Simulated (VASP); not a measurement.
MgO, 2 atoms in the cell. Symmetry: R3m, No. 160, trigonal system. The conventional cell has a = 3.227 Å, b = 3.227 Å, c = 8.047 Å, α = 90.00°, β = 90.00°, γ = 120.00°. Mg (site symmetry 3m) has 4 O at 1.99 to 2.00 Å within 2.6 Å. Within 2.6 Å of O (site symmetry 3m) lie 4 Mg at 1.99 to 2.00 Å.  This cell differs from its parent crystal: strain along [111] +1.8%.

* Program: VASP 6.6.1
* Task: single point
* Functional: r2SCAN
* Potentials or basis: VASP PAW PBE potentials, release 64 (Mg, O)
* Cutoff: 520 eV
* k mesh: 10 × 10 × 10
* Occupations: gaussian, width 0.01 eV
* Spin: no spin polarisation
* Dipole correction: no
* Further INCAR settings: ALGO = Normal; EDIFF = 1e-06; NBANDS = 11

Potentials or basis: VASP PAW PBE potentials, release 64 (Mg, O).

The run is started by

```console
$ cat potpaw_PBE.64/Mg/POTCAR potpaw_PBE.64/O/POTCAR > POTCAR
$ cp INCAR.step1 INCAR
$ mpirun -np 1 vasp_std > vasp.out
$ cp INCAR.step2 INCAR
$ mpirun -np 1 vasp_std > vasp.out
```

Hardware: 1 thread of Intel Xeon 8259CL, on a shared host.

**Question.** How long does it take, and how much memory?

**Answer.** Run time: 99 s on 1 thread of Intel Xeon 8259CL (shared host), peak memory 0.16 GiB. Counts: k points 116.
